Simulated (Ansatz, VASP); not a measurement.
## Si: VASP beside Ansatz

Contents of INCAR:

```
SYSTEM = Si
PREC     = Accurate       ! precision mode
ENCUT    = 520            ! plane-wave cutoff, eV
EDIFF    = 1E-6           ! SCF threshold, eV
ISMEAR   = 0              ! smearing method
SIGMA    = 0.15           ! smearing width, eV
LREAL    = .False.        ! projectors in reciprocal space
LASPH    = .True.         ! aspherical terms in the spheres
NELM     = 60             ! most SCF steps
ALGO     = Normal         ! electronic algorithm
ISIF     = 2              ! what is computed and relaxed
LWAVE    = .False.        ! write WAVECAR
LCHARG   = .False.        ! write CHGCAR
GGA      = CA             ! functional
NBANDS   = 26             ! bands
```

The input KPOINTS:

```
Automatic mesh
0
Gamma
  10 10 8
  0 0 0
```

POSCAR

```
Si
1.0
    4.5521371177     -2.4347064048      0.0000000000
    4.5521371177      2.4347064048      0.0000000000
    0.0000000000      0.0000000000      5.3276483681
Si
8
Direct
    0.5000000000      0.5000000000      0.7843910082
    0.5000000000      0.5000000000      0.2433783882
    1.0000000000      0.0000000000      0.2566216118
    0.0000000000      1.0000000000      0.7156089918
    0.7262158274      0.7262158274      0.4624599849
    0.2262158274      0.2262158274      0.0375400151
    0.2737841726      0.2737841726      0.4624599849
    0.7737841726      0.7737841726      0.0375400151
```

Input for Ansatz:

```yaml
crystal:
  lattice:
    - [4.5521371177, -2.4347064048, 0.0]
    - [4.5521371177, 2.4347064048, 0.0]
    - [0.0, 0.0, 5.3276483681]
  atoms:
    - { symbol: Si, position: [0.5, 0.5, 0.7843910082] }
    - { symbol: Si, position: [0.5, 0.5, 0.2433783882] }
    - { symbol: Si, position: [1.0, 0.0, 0.2566216118] }
    - { symbol: Si, position: [0.0, 1.0, 0.7156089918] }
    - { symbol: Si, position: [0.7262158274, 0.7262158274, 0.4624599849] }
    - { symbol: Si, position: [0.2262158274, 0.2262158274, 0.0375400151] }
    - { symbol: Si, position: [0.2737841726, 0.2737841726, 0.4624599849] }
    - { symbol: Si, position: [0.7737841726, 0.7737841726, 0.0375400151] }
basis:
  ecutwfc: 420
kpoints:
  mp_grid: { grid: [10, 10, 8] }
hamiltonian:
  xc: lda
scf:
  occupations: { method: gaussian, width: 0.15 }
output:
  forces: true
  stress: true
  eigenvalues: true
```

Change from the starting cell: mode 14 (231.3 1/cm) frozen in, largest displacement -0.200 Å.

Alike in both runs: task single point; functional LDA; k mesh 10 × 10 × 8; occupations gaussian, width 0.15 eV; no spin polarisation.

```csv
,VASP,Ansatz
version,VASP 6.6.1,Ansatz 0.2.0
potentials or method,"VASP PAW LDA potentials, release 64 (Si), cutoff 520 eV","scalar-relativistic, plane waves, PAW"
valence electrons in the cell,32,32
```

```csv
,VASP,Ansatz,Ansatz less VASP
gap on the k mesh at the Fermi level (eV),none,none,-
pressure (GPa),4.1,4.0,-0.08
"traceless stress, the component that is largest in VASP (GPa)",-3.58,-3.60,-0.025
rms of the force components (eV/Å),0.801,0.798,-0.0027
```

LDA's correlation is that of Perdew and Zunger in VASP and of Perdew and Wang (1992) in Ansatz. Atom by atom the forces differ by 0.003 eV/Å (rms over components). A gap of «none» marks a metal or a gap that the smearing closes.
